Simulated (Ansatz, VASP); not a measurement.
Two plane-wave programs on CsI2

```
CELL_PARAMETERS angstrom
6.65499 0.00000 0.00000
0.00000 6.65499 0.00000
0.00000 0.00000 6.65499
ATOMIC_POSITIONS crystal
Cs 0.00000 0.00000 0.00000
Cs 0.50000 0.50000 0.50000
I 0.25000 0.25000 0.25000
I 0.25000 0.75000 0.75000
I 0.75000 0.75000 0.25000
I 0.75000 0.25000 0.75000
```

Alike in both runs: task relaxation of cell and atoms; functional PBE; k mesh 4 × 4 × 4; occupations gaussian, width 0.1 eV; no spin polarisation.

```csv
,VASP,Ansatz
version,VASP 6.6.1,Ansatz 0.2.0
potentials or method,"VASP PAW PBE potentials, release 64 (Cs_sv, I), cutoff 600 eV","scalar-relativistic, plane waves, PAW"
valence electrons in the cell,46,86
```

Ansatz gave:

* relaxed volume (Å³/atom): 108.39
* relaxed length of the cell vector where the two differ most in proportion (Å): 8.664

Task: Estimate VASP's values.

Result: Relaxed volume (Å³/atom): 112.06; relaxed length of the cell vector where the two differ most in proportion (Å): 8.761.

VASP's potentials hold 46 valence electrons a cell and Ansatz's 86, so a difference there can come from the potentials and not from the codes.

Spin-orbit coupling is off throughout. Noted on VASP's run: the volume moved by over 15 % at a fixed basis, so the end points are rough.
